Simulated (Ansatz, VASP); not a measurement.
One calculation of Si, two programs

```xyz
8
Lattice="-1.9296 3.3422 0.0000 -3.8592 0.0000 0.0000 -1.9296 1.1141 12.6799" Properties=species:S:1:pos:R:3 pbc="T T T"
Si   -1.9296    1.1141    5.9441
Si   -5.7888    3.3422    9.1021
Si   -3.8592    2.2281   12.2811
Si   -3.8592    2.2281    2.7825
Si   -3.8592    2.2281    9.8974
Si   -3.8592    2.2281    0.3988
Si   -1.9296    1.1141    3.5778
Si   -5.7888    3.3422    6.7357
```

Alike in both runs: task single point; functional PBE; k mesh 6 × 6 × 6; occupations gaussian, width 0.1 eV; no spin polarisation.

|  | VASP | Ansatz |
| --- | --- | --- |
| version | VASP 6.6.1 | Ansatz 0.2.0 |
| potentials or method | VASP PAW PBE potentials, release 64 (Si), cutoff 520 eV | scalar-relativistic, plane waves, PAW |
| valence electrons in the cell | 32 | 32 |

Ansatz gave:

```
gap on the k mesh at the Fermi level (eV)                     : 0.56
least direct gap on the mesh (eV)                             : 1.19
pressure (GPa)                                                : 0.0
traceless stress, the component that is largest in VASP (GPa) : -0.16
rms of the force components (eV/Å)                            : 0.004
```

Problem. Estimate VASP's values.

Solution. gap on the k mesh at the Fermi level (eV): 0.57; least direct gap on the mesh (eV): 1.20; pressure (GPa): 0.0; traceless stress, the component that is largest in VASP (GPa): -0.16; rms of the force components (eV/Å): 0.004.

Atom by atom the forces differ by 0.000 eV/Å (rms over components). The functional is the same, so the differences come from potentials, cutoffs and numerics.
